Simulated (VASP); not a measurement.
A run of VASP 6.6.1 is set up as follows.

The input INCAR:

```
PREC = Accurate
ENCUT = 520
EDIFF = 1E-7
ISMEAR = -1
SIGMA = 0.05
LREAL = False
LASPH = True
NELM = 100
ALGO = Normal
ISIF = 2
LWAVE = False
LCHARG = True
GGA = PE
IVDW = 12
LELF = True
LVHAR = True
NBANDS = 32
```

Contents of KPOINTS:

```
Automatic mesh
0
Gamma
  8 8 8
```

The input POSCAR:

```
Bi2Se3
1.0
    2.1121279616      1.2194376472      9.7325442609
   -2.1121279616      1.2194376472      9.7325442609
    0.0000000000     -2.4388752945      9.7325442609
Bi Se
2 3
Direct
    0.5992000000      0.5992000000      0.5992000000
    0.4008000000      0.4008000000      0.4008000000
    0.7883000000      0.7883000000      0.7883000000
    0.2117000000      0.2117000000      0.2117000000
    0.0000000000      0.0000000000      0.0000000000
```

Potentials or basis: VASP PAW PBE potentials, release 64 (Bi_d, Se).

Launch:

```sh
$ cat potpaw_PBE.64/Bi_d/POTCAR potpaw_PBE.64/Se/POTCAR > POTCAR
$ mpirun -np 1 vasp_std > vasp.out
```

What does it give for the largest force?

0.249 eV/Å.

Estimate the dispersion energy per atom.

-0.377 eV.

What does it give for the band gap on the k mesh?

0.25 eV.

Forces in eV/Å, atoms in the order of the input:
```
Bi   0.000  0.000  0.010
Bi   0.000  0.000 -0.010
Se   0.000  0.000 -0.249
Se   0.000  0.000  0.249
Se   0.000  0.000  0.000
```

Caveat: the cell stands under tension; spin-orbit coupling is left out, which moves the levels of the heavy elements. A k mesh can miss the band edges.
